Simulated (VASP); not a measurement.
Runs of VASP 6.6.1 on C. The structure is that of space group Fd-3m (No. 227), or close to it. The cells are those of the table. 

```tsv
task	cell	k mesh	smearing	gap on the mesh (eV)	pressure (GPa)
single point	a = 2.497 Å, angles 60.0°, 2 atoms	10 × 10 × 10	gaussian 0.01 eV	4.20	0.9
single point	a = 2.522 Å, angles 60.0°, 2 atoms	8 × 8 × 8	gaussian 0.1 eV	(a)	-12.5
single point	a = 2.497 Å, angles 60.0°, 2 atoms	10 × 10 × 10	gaussian 0.1 eV	4.20	0.9
relaxation of cell and atoms	relaxed from a = 2.497 Å, angles 60.0°, 2 atoms	10 × 10 × 10	gaussian 0.02 eV	4.20	0.0
single point	a = 2.497 Å, angles 60.0°, 2 atoms	10 × 10 × 10	gaussian 0.02 eV	4.20	0.9
```

Alike in all rows: level LDA; potentials or basis VASP PAW LDA potentials, release 64 (C); no spin polarisation; cutoff (eV) 600.

Estimate the missing entries.

(a) 4.10.

A k mesh can miss the band edges.
